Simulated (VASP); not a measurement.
Here is a VASP 6.6.1 calculation.

INCAR

```
  PREC = Accurate
  ENCUT = 520
  EDIFF = 1E-6
  ISMEAR = -1
  SIGMA = 0.1
  LREAL = F
  LASPH = T
  NELM = 100
  ALGO = Normal
  ISIF = 2
  LWAVE = F
  LCHARG = F
  GGA = PE
  NBANDS = 9
```

The input KPOINTS:

```
Automatic mesh
0
Gamma
  12 12 12
```

The input POSCAR:

```
Mg
1.0
    0.0000000000      3.0486255171      3.0486255171
    3.0486255171      0.0000000000      3.0486255171
    3.0486255171      3.0486255171      0.0000000000
Mg
2
Direct
   -0.1250000000     -0.1250000000     -0.1250000000
    0.1250000000      0.1250000000      0.1250000000
```

Potentials or basis: VASP PAW PBE potentials, release 64 (Mg).

Run with:

```console
$ cat potpaw_PBE.64/Mg/POTCAR > POTCAR
$ mpirun -np 1 vasp_std > vasp.out
```

Q: What does it give for the pressure?

A: 7.8 GPa.

Q: Estimate the band gap on the k mesh.

A: Zero (band 2 reaches 5.57 eV, above the bottom of band 3 at 0.53 eV).
